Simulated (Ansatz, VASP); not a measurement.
H in VASP and in Ansatz

```
H
1.0
     8.00000    0.00000    0.00000
     0.00000    8.00000    0.00000
     0.00000    0.00000    8.00000
H
2
Direct
  0.50000 0.50000 0.43750
  0.50000 0.50000 0.56250
```

Alike in both runs: task single point; functional LDA; k mesh 1 × 1 × 1; no spin polarisation.

|  | VASP | Ansatz |
| --- | --- | --- |
| version | VASP 6.6.1 | Ansatz 0.2.0 |
| potentials or method | VASP PAW LDA potentials, release 64 (H), cutoff 400 eV | scalar-relativistic, plane waves, PAW |
| occupations | gaussian, width 0.01 eV | fixed |
| valence electrons in the cell | 2 | 2 |

```csv
,VASP,Ansatz,Ansatz less VASP
gap on the k mesh at the Fermi level (eV),8.59,8.59,+0.001
rms of the force components (eV/Å),2.244,2.267,+0.0231
```

LDA's correlation is that of Perdew and Zunger in VASP and of Perdew and Wang (1992) in Ansatz. Atom by atom the forces differ by 0.023 eV/Å (rms over components).
